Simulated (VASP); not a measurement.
# Re (R-3m) in VASP: a series of runs

The runs below take Re through electric field gradients, with PBE.

Everything below comes from runs of VASP 6.6.1. Logs are shortened: lines on timing, memory, paths and dates and some standing lists are left out, and cuts for length are marked.

## 1. The cell of the first run

The structure is trigonal, space group R-3m (No. 166). Conventional cell: a = 2.786 Å, b = 2.786 Å, c = 20.229 Å, α = 90.00°, β = 90.00°, γ = 120.00°. Re (site symmetry -3m) has 12 Re at 2.76 to 2.79 Å within 3.6 Å. Re (site symmetry 3m) has 12 Re at 2.76 to 2.79 Å within 3.6 Å.

## 2. Electric field gradients, PBE (15.11 Å³/atom)

Contents of INCAR:

```
PREC = Accurate ; ENCUT = 520
EDIFF = 1E-8 ; ISMEAR = -1
SIGMA = 0.05 ; LREAL = False
LASPH = True ; NELM = 60
ALGO = Normal ; ISIF = 2
LWAVE = False ; LCHARG = False
GGA = PE ; LEFG = True
NBANDS = 18
```

Contents of KPOINTS:

```
regular mesh
0
Gamma
  15 15 15
```

Contents of POSCAR:

```
Re
1.0
    1.3930884735      0.8043000052      6.7429710243
   -1.3930884735      0.8043000052      6.7429710243
    0.0000000000     -1.6086000104      6.7429710243
Re
3
Direct
    0.0000000000      0.0000000000      0.0000000000
    0.2221738800      0.2221738800      0.2221738800
    0.7778261200      0.7778261200      0.7778261200
```

Potentials or basis: VASP PAW PBE potentials, release 64 (Re).

Run with:

```bash
> cat potpaw_PBE.64/Re/POTCAR > POTCAR
> mpirun -np 1 vasp_std > vasp.out
```

OUTCAR:

```text
PREC = Accurate
   ENCUT = 520
   EDIFF = 1E-8
   ISMEAR = -1
   LREAL = False
   LASPH = True
   NELM = 60
   ISIF = 2
   GGA = PE

 ion  position               nearest neighbor table
   1  0.000  0.000  0.000-   3 2.76   3 2.76   2 2.76   2 2.76   3 2.76   2 2.76
   2  0.222  0.222  0.222-   3 2.76   3 2.76   3 2.76   1 2.76   1 2.76   1 2.76
   3  0.778  0.778  0.778-   2 2.76   2 2.76   2 2.76   1 2.76   1 2.76   1 2.76

  LATTYP: Found a trigonal (rhomboedric) cell.
 ALAT       =     6.9321895695
 COS(alpha) =     0.9192306603

  Lattice vectors:

 A1 = (   1.3930884735,   0.8043000052,   6.7429710243)
 A2 = (  -1.3930884735,   0.8043000052,   6.7429710243)
 A3 = (   0.0000000000,  -1.6086000104,   6.7429710243)

Analysis of symmetry for initial positions (statically):
=====================================================================
 Subroutine PRICEL returns:
 Original cell was already a primitive cell.

 Routine SETGRP: Setting up the symmetry group for a
 trigonal (rhombohedral) supercell.

 Subroutine GETGRP returns: Found 12 space group operations
 (whereof 12 operations were pure point group operations)
 out of a pool of 12 trial point group operations.

The static configuration has the point symmetry D_3d.

Analysis of symmetry for dynamics (positions and initial velocities):
=====================================================================
 Subroutine PRICEL returns:
 Original cell was already a primitive cell.

 Routine SETGRP: Setting up the symmetry group for a
 trigonal (rhombohedral) supercell.

 Subroutine GETGRP returns: Found 12 space group operations
 (whereof 12 operations were pure point group operations)
 out of a pool of 12 trial point group operations.

The dynamic configuration has the point symmetry D_3d.

 Subroutine INISYM returns: Found 12 space group operations
 (whereof 12 operations are pure point group operations),
 and found     1 'primitive' translations

----------------------------------------------------------------------------------------

                                     Primitive cell

  volume of cell :      45.3314

[... 123 lines left out ...]
  volume of cell :       45.33
 maximum number of plane-waves:      1234
 NGX is ok and might be reduce to    54
   NGX = 25   NGY = 25   NGZ = 25

 number of electron      21.0000000 magnetization

 Free energy of the ion-electron system (eV)
  ---------------------------------------------------
  ext. energy  EPLUGINS =         0.00000000
  ---------------------------------------------------
  free energy    TOTEN  =       -37.24870474 eV

  energy without entropy =      -37.22761725  energy(sigma->0) =      -37.23816099

 E-fermi :   7.6517     XC(G=0): -13.5839

 val. band max:        7.6498057012   @ k =  -0.4667   0.3333   0.2000
 cond. band min:       7.6537277032   @ k =  -0.1333  -0.1333   0.0667
 fundamental gap:      0.0039220020
 Fermi energy:         7.6517017012

 k-point     1 :       0.0000    0.0000    0.0000
  band No.  band energies     occupation
      1      -2.1228      2.00000
      2       0.9184      2.00000
      3       0.9789      2.00000
      4       5.7648      2.00000
      5       5.7648      2.00000
      6       5.8533      2.00000
[... 481 lines left out ...]
      5       4.4552      2.00000
      6       5.0040      2.00000
[... 10 lines left out ...]
     17      11.3174      0.00000
     18      12.2718      0.00000

 [... further k-points ...]
[... 5 lines left out ...]
  --------------------------------------------------------------------------------------
  -------------------------------------------------------------------------------------
  Total       -1.1128280     -1.1128280     -1.3591661      0.0000000      0.0000000      0.0000000
  in kB      -39.3313933    -39.3313933    -48.0378777      0.0000000      0.0000000      0.0000000
  external PRESSURE =     -42.2335547 kB  Pullay stress =       0.0000000 kB

 VOLUME and BASIS-vectors are now :
 -----------------------------------------------------------------------------
  energy-cutoff  :      520.00
  volume of cell :       45.33
      direct lattice vectors                 reciprocal lattice vectors
     1.393088473  0.804300005  6.742971024     0.358914749  0.207219527  0.049434193
    -1.393088473  0.804300005  6.742971024    -0.358914749  0.207219527  0.049434193
     0.000000000 -1.608600010  6.742971024     0.000000000 -0.414439054  0.049434193

 POSITION                                       TOTAL-FORCE (eV/Angst)
 -----------------------------------------------------------------------------------
      0.00000      0.00000      0.00000         0.000000     -0.000000      0.000000
      0.00000      0.00000      4.49434         0.000000     -0.000000     -0.014977
      0.00000      0.00000     15.73458         0.000000      0.000000      0.014977
 -----------------------------------------------------------------------------------
    total drift:                                0.000000      0.000000     -0.000000

  FREE ENERGIE OF THE ION-ELECTRON SYSTEM (eV)
  ---------------------------------------------------
  free  energy   TOTEN  =       -37.2487047386 eV

  energy  without entropy=      -37.2276172482  energy(sigma->0) =      -37.23816099

 Electric field gradients (V/A^2)
---------------------------------------------------------------------
 ion       V_xx      V_yy      V_zz      V_xy      V_xz      V_yz
---------------------------------------------------------------------
   1      39.318    39.318   -78.636     0.000     0.000     0.000
   2      17.620    17.620   -35.240    -0.000    -0.000    -0.000
   3      17.620    17.620   -35.240    -0.000     0.000    -0.000
---------------------------------------------------------------------

 Electric field gradients after diagonalization (V/A^2)
 (convention: |V_zz| > |V_xx| > |V_yy|)
----------------------------------------------------------------------
 ion       V_xx      V_yy      V_zz     asymmetry (V_yy - V_xx)/ V_zz
----------------------------------------------------------------------
   1      39.318    39.318   -78.636       0.000
   2      17.620    17.620   -35.240       0.000
   3      17.620    17.620   -35.240       0.000
----------------------------------------------------------------------

           NMR quadrupolar parameters

 Cq : quadrupolar parameter    Cq=e*Q*V_zz/h
 eta: asymmetry parameters     (V_yy - V_xx)/ V_zz
 Q  : nuclear electric quadrupole moment in mb (millibarn)
----------------------------------------------------------------------
 ion       Cq(MHz)       eta       Q (mb)
----------------------------------------------------------------------
   1      -0.190       0.000       1.000
   2      -0.085       0.000       1.000
   3      -0.085       0.000       1.000
----------------------------------------------------------------------
```

OSZICAR:

```text
N       E                     dE             d eps       ncg     rms          rms(c)
DAV:   1     0.709712340338E+02    0.70971E+02   -0.96289E+03 23882   0.139E+03
DAV:   2    -0.312844634585E+02   -0.10226E+03   -0.93499E+02 22958   0.398E+02
DAV:   3    -0.388652047780E+02   -0.75807E+01   -0.65064E+01 20100   0.211E+02
DAV:   4    -0.393956709662E+02   -0.53047E+00   -0.49785E+00 21066   0.372E+01
DAV:   5    -0.394159739339E+02   -0.20303E-01   -0.19973E-01 20676   0.648E+00    0.497E+01
DAV:   6    -0.378023520270E+02    0.16136E+01   -0.16207E+00 20724   0.313E+01    0.195E+01
DAV:   7    -0.373958170577E+02    0.40653E+00   -0.18606E+00 24428   0.306E+01    0.279E+00
DAV:   8    -0.372634203842E+02    0.13240E+00   -0.59401E-01 23764   0.156E+01    0.712E-01
DAV:   9    -0.372497094660E+02    0.13711E-01   -0.25484E-02 19848   0.162E+00    0.309E-01
DAV:  10    -0.372487121715E+02    0.99729E-03   -0.20893E-03 23416   0.902E-01    0.991E-02
DAV:  11    -0.372487144737E+02   -0.23022E-05   -0.66693E-05 20876   0.797E-02    0.712E-02
DAV:  12    -0.372487052934E+02    0.91803E-05   -0.51788E-05 20018   0.591E-02    0.917E-03
DAV:  13    -0.372487058291E+02   -0.53564E-06   -0.25521E-06 21208   0.297E-02    0.840E-03
DAV:  14    -0.372487053106E+02    0.51843E-06   -0.39632E-07 20748   0.111E-02    0.609E-03
DAV:  15    -0.372487049642E+02    0.34640E-06   -0.27959E-07 19854   0.798E-03    0.217E-03
DAV:  16    -0.372487047604E+02    0.20379E-06   -0.19337E-08  9520   0.346E-03    0.621E-04
DAV:  17    -0.372487047457E+02    0.14722E-07   -0.86262E-09  8002   0.173E-03    0.566E-04
DAV:  18    -0.372487047386E+02    0.71432E-08   -0.52489E-09  7386   0.296E-03
   1 F= -.37248705E+02 E0= -.37238161E+02  d E =-.210875E-01
```

Run time: 21 min. Hardware: 1 thread of Intel Xeon 6975P-C (Granite Rapids), shared host; peak memory 0.55 GiB.

Results:

| Property | Result |
| --- | --- |
| Free energy | -37.2487 eV |
| Pressure | -4.2 GPa |
| Largest force | 0.015 eV/Å |
| Band gap on the k mesh | zero (an odd number of electrons rules out a gap without spin polarisation) |
| Largest electric field gradient by atom | Re -78.6, -35.2 (each value once) V/Å² |

Forces in eV/Å, atoms in the order of the input:
```
Re   0.000  0.000  0.000
Re   0.000  0.000 -0.015
Re   0.000  0.000  0.015
```

Electric field gradients, principal values (V/Å²):
| atom | least | middle | greatest (by size) |
| --- | --- | --- | --- |
| 1 Re | 39.318 | 39.318 | -78.636 |
| 2 Re | 17.620 | 17.620 | -35.240 |
| 3 Re | 17.620 | 17.620 | -35.240 |

Caveat: the cell stands under tension; without QUAD_EFG the Cq values of the log hold for a quadrupole moment of 1 mb, not for the nuclei; spin-orbit coupling is left out, which moves the levels of the heavy elements.

## 3. Electric field gradients, PBE (15.70 Å³/atom)

This run uses another cell than the first one, of 15.70 Å³/atom.

Contents of INCAR:

```
SYSTEM = Re
PREC = Accurate
ENCUT = 520
EDIFF = 1E-8
ISMEAR = -1
SIGMA = 0.05
LREAL = .False.
LASPH = .True.
NELM = 60
ALGO = Normal
ISIF = 2
LWAVE = .False.
LCHARG = .False.
GGA = PE
LEFG = .True.
NBANDS = 18
```

Contents of KPOINTS:

```
Automatic mesh
0
Gamma
  15 15 15
  0 0 0
```

Contents of POSCAR:

```
Re
1.0
    1.4110657914      0.8146792145      6.8299866994
   -1.4110657914      0.8146792145      6.8299866994
    0.0000000000     -1.6293584291      6.8299866994
Re
3
Direct
    0.0000000000      0.0000000000      0.0000000000
    0.2221738800      0.2221738800      0.2221738800
    0.7778261200      0.7778261200      0.7778261200
```

Potentials or basis: VASP PAW PBE potentials, release 64 (Re).

Run with:

```bash
> cat potpaw_PBE.64/Re/POTCAR > POTCAR
> mpirun -np 1 vasp_std > vasp.out
```

OUTCAR:

```text
SYSTEM = Re
   PREC = Accurate
   ENCUT = 520
   EDIFF = 1E-8
   ISMEAR = -1
   LREAL = .False.
   LASPH = .True.
   NELM = 60
   ISIF = 2
   GGA = PE

 ion  position               nearest neighbor table
   1  0.000  0.000  0.000-   3 2.80   3 2.80   2 2.80   2 2.80   3 2.80   2 2.80
   2  0.222  0.222  0.222-   3 2.80   3 2.80   3 2.80   1 2.80   1 2.80   1 2.80
   3  0.778  0.778  0.778-   2 2.80   2 2.80   2 2.80   1 2.80   1 2.80   1 2.80

  LATTYP: Found a trigonal (rhomboedric) cell.
 ALAT       =     7.0216470435
 COS(alpha) =     0.9192306603

  Lattice vectors:

 A1 = (   1.4110657914,   0.8146792145,   6.8299866994)
 A2 = (  -1.4110657914,   0.8146792145,   6.8299866994)
 A3 = (   0.0000000000,  -1.6293584291,   6.8299866994)

Analysis of symmetry for initial positions (statically):
=====================================================================
 Subroutine PRICEL returns:
 Original cell was already a primitive cell.

 Routine SETGRP: Setting up the symmetry group for a
 trigonal (rhombohedral) supercell.

 Subroutine GETGRP returns: Found 12 space group operations
 (whereof 12 operations were pure point group operations)
 out of a pool of 12 trial point group operations.

The static configuration has the point symmetry D_3d.

Analysis of symmetry for dynamics (positions and initial velocities):
=====================================================================
 Subroutine PRICEL returns:
 Original cell was already a primitive cell.

 Routine SETGRP: Setting up the symmetry group for a
 trigonal (rhombohedral) supercell.

 Subroutine GETGRP returns: Found 12 space group operations
 (whereof 12 operations were pure point group operations)
[... 162 lines left out ...]
      2       0.6833      2.00000
      3       0.7414      2.00000
      4       5.4135      2.00000
      5       5.4135      2.00000
      6       5.4396      2.00000
[... 481 lines left out ...]
      5       4.1520      2.00000
      6       4.6858      2.00000
[... 10 lines left out ...]
     17      10.6449      0.00000
     18      11.5515      0.00000

 [... further k-points ...]
[... 5 lines left out ...]
  --------------------------------------------------------------------------------------
  -------------------------------------------------------------------------------------
  Total       -4.8036203     -4.8036203     -5.0755361      0.0000000      0.0000000      0.0000000
  in kB     -163.3707298   -163.3707298   -172.6185629      0.0000000      0.0000000      0.0000000
  external PRESSURE =    -166.4533408 kB  Pullay stress =       0.0000000 kB

 VOLUME and BASIS-vectors are now :
 -----------------------------------------------------------------------------
  energy-cutoff  :      520.00
  volume of cell :       47.11
      direct lattice vectors                 reciprocal lattice vectors
     1.411065791  0.814679215  6.829986699     0.354342089  0.204579500  0.048804390
    -1.411065791  0.814679215  6.829986699    -0.354342089  0.204579500  0.048804390
     0.000000000 -1.629358429  6.829986699     0.000000000 -0.409159001  0.048804390

 POSITION                                       TOTAL-FORCE (eV/Angst)
 -----------------------------------------------------------------------------------
      0.00000      0.00000      0.00000         0.000000     -0.000000      0.000000
      0.00000     -0.00000      4.55233         0.000000      0.000000     -0.004365
      0.00000     -0.00000     15.93763         0.000000     -0.000000      0.004365
 -----------------------------------------------------------------------------------
    total drift:                                0.000000     -0.000000     -0.000000

  FREE ENERGIE OF THE ION-ELECTRON SYSTEM (eV)
  ---------------------------------------------------
  free  energy   TOTEN  =       -37.1319032215 eV

  energy  without entropy=      -37.1097449547  energy(sigma->0) =      -37.12082409

 Electric field gradients (V/A^2)
---------------------------------------------------------------------
 ion       V_xx      V_yy      V_zz      V_xy      V_xz      V_yz
---------------------------------------------------------------------
   1      37.054    37.054   -74.107     0.000     0.000     0.000
   2      17.022    17.022   -34.045    -0.000    -0.000     0.000
   3      17.022    17.022   -34.045    -0.000    -0.000     0.000
---------------------------------------------------------------------

 Electric field gradients after diagonalization (V/A^2)
 (convention: |V_zz| > |V_xx| > |V_yy|)
----------------------------------------------------------------------
 ion       V_xx      V_yy      V_zz     asymmetry (V_yy - V_xx)/ V_zz
----------------------------------------------------------------------
   1      37.054    37.054   -74.107       0.000
   2      17.022    17.022   -34.045       0.000
   3      17.022    17.022   -34.045       0.000
----------------------------------------------------------------------

           NMR quadrupolar parameters

 Cq : quadrupolar parameter    Cq=e*Q*V_zz/h
 eta: asymmetry parameters     (V_yy - V_xx)/ V_zz
 Q  : nuclear electric quadrupole moment in mb (millibarn)
----------------------------------------------------------------------
 ion       Cq(MHz)       eta       Q (mb)
----------------------------------------------------------------------
   1      -0.179       0.000       1.000
   2      -0.082       0.000       1.000
   3      -0.082       0.000       1.000
----------------------------------------------------------------------
```

OSZICAR:

```text
N       E                     dE             d eps       ncg     rms          rms(c)
DAV:   1     0.689493571698E+02    0.68949E+02   -0.95995E+03 23858   0.138E+03
DAV:   2    -0.311610516450E+02   -0.10011E+03   -0.91174E+02 22906   0.390E+02
DAV:   3    -0.388519901875E+02   -0.76909E+01   -0.66425E+01 20370   0.209E+02
DAV:   4    -0.393909720087E+02   -0.53898E+00   -0.49902E+00 21132   0.377E+01
DAV:   5    -0.394150060480E+02   -0.24034E-01   -0.23588E-01 21008   0.696E+00    0.461E+01
DAV:   6    -0.376798882295E+02    0.17351E+01   -0.18868E+00 20638   0.338E+01    0.169E+01
DAV:   7    -0.372811815196E+02    0.39871E+00   -0.19134E+00 24382   0.306E+01    0.278E+00
DAV:   8    -0.371481753009E+02    0.13301E+00   -0.61736E-01 23796   0.155E+01    0.880E-01
DAV:   9    -0.371328864419E+02    0.15289E-01   -0.28226E-02 20128   0.197E+00    0.384E-01
DAV:  10    -0.371319000332E+02    0.98641E-03   -0.26231E-03 23576   0.936E-01    0.100E-01
DAV:  11    -0.371319097741E+02   -0.97409E-05   -0.63255E-05 20874   0.839E-02    0.765E-02
DAV:  12    -0.371319037185E+02    0.60556E-05   -0.55114E-05 20574   0.654E-02    0.859E-03
DAV:  13    -0.371319044770E+02   -0.75851E-06   -0.27196E-06 21500   0.283E-02    0.756E-03
DAV:  14    -0.371319039804E+02    0.49665E-06   -0.52520E-07 21022   0.134E-02    0.614E-03
DAV:  15    -0.371319034798E+02    0.50053E-06   -0.30337E-07 19886   0.827E-03    0.226E-03
DAV:  16    -0.371319032387E+02    0.24115E-06   -0.23918E-08  9550   0.419E-03    0.602E-04
DAV:  17    -0.371319032279E+02    0.10767E-07   -0.10298E-08  8128   0.165E-03    0.523E-04
DAV:  18    -0.371319032215E+02    0.64315E-08   -0.64984E-09  7418   0.334E-03
   1 F= -.37131903E+02 E0= -.37120824E+02  d E =-.221583E-01
```

stdout:

```text
POSCAR found type information on POSCAR Re
 POSCAR found :  1 types and       3 ions
 scaLAPACK will be used
 LDA part: xc-table for (Slater+PW92), standard interpolation
 POSCAR, INCAR and KPOINTS ok, starting setup
 FFT: planning ... GRIDC
 FFT: planning ... GRID_SOFT
 FFT: planning ... GRID
 WAVECAR not read
 entering main loop
ion   1

ion   2

ion   3
```

Run time: 18 min. Hardware: 1 thread of Intel Xeon 6975P-C (Granite Rapids), shared host; peak memory 0.56 GiB.

Results:

```yaml
Free_energy: -37.1319 eV
Pressure: -16.6 GPa
Largest_force: 0.004 eV/Å
Band_gap_on_the_k_mesh: zero (an odd number of electrons rules out a gap without spin polarisation)
Largest_electric_field_gradient_by_atom: Re -74.1, -34.0 (each value once) V/Å²
```

Forces on the atoms (eV/Å):
```
Re   0.000  0.000  0.000
Re   0.000  0.000 -0.004
Re   0.000  0.000  0.004
```

Stress tensor (GPa, compression positive):
```
-16.34   0.00   0.00
  0.00 -16.34   0.00
  0.00   0.00 -17.26
```

Electric field gradients, principal values (V/Å²):
```
atom   least  middle  greatest (by size)
1 Re  37.054  37.054             -74.107
2 Re  17.022  17.022             -34.045
3 Re  17.022  17.022             -34.045
```

Caveat: the cell stands under tension; without QUAD_EFG the Cq values of the log hold for a quadrupole moment of 1 mb, not for the nuclei; spin-orbit coupling is left out, which moves the levels of the heavy elements.

(Continued in part 2 of 3.)
